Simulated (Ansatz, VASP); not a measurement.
**One calculation of K, two programs**

```xyz
3
Lattice="2.3248 1.3422 11.2525 -2.3248 1.3422 11.2525 0.0000 -2.6844 11.2525" Properties=species:S:1:pos:R:3 pbc="T T T"
K     0.0000    0.0000    0.0000
K     0.0000    0.0000   26.2557
K     0.0000    0.0000    7.5017
```

Alike in both runs: functional PBEsol; k mesh 6 × 6 × 6; occupations gaussian, width 0.1 eV; no spin polarisation.

Ansatz relaxed the structure, and its values are those at the end. VASP's run is a single point on that final structure, the one shown.

|  | VASP | Ansatz |
| --- | --- | --- |
| version | VASP 6.6.1 | Ansatz 0.2.0 |
| potentials or method | VASP PAW PBE potentials, release 64 (K_sv), cutoff 520 eV | scalar-relativistic, plane waves, PAW |
| valence electrons in the cell | 27 | 27 |

```csv
,VASP,Ansatz,Ansatz less VASP
gap on the k mesh at the Fermi level (eV),none,none,-
pressure (GPa),0.0,0.1,+0.01
```

VASP's potentials were made for PBE, not for PBEsol. A gap of «none» marks a metal or a gap that the smearing closes. The functional is the same, so the differences come from potentials, cutoffs and numerics.
